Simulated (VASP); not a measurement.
Crystal: GaSb.

```
Sb Ga
1.0
     0.00000    3.05900    3.05900
     3.05900    0.00000    3.05900
     3.05900    3.05900    0.00000
Sb Ga
1 1
Direct
  0.75000 0.75000 0.75000
  0.00000 0.00000 0.00000
```

Base run:

```yaml
Program: VASP 6.6.1
Functional: PBE
Potentials_or_basis: VASP PAW PBE potentials, release 64 (Sb, Ga_d)
Cutoff: 520 eV
k_mesh: 8 × 8 × 8
Occupations: fermi-dirac, width 0.05 eV
Spin: non-collinear spin, zero start, spin-orbit coupling
Starting_moments: "[[0.0, 0.0, 0.0], [0.0, 0.0, 0.0]] μB"
```

Its results: pressure 2.5 GPa; net moment 0.00 μB per cell.

The run is repeated on the same cell with these changes: functional from PBE to r2SCAN0; k mesh from 8 × 8 × 8 to 4 × 4 × 4. What comes out?

Pressure -1.1 GPa; net moment 0.00 μB per cell.

Several settings changed at once.

Caveats: some runs use coarse meshes; the PAW data sets were made with another functional, which shifts forces and pressure a little (at least some runs).
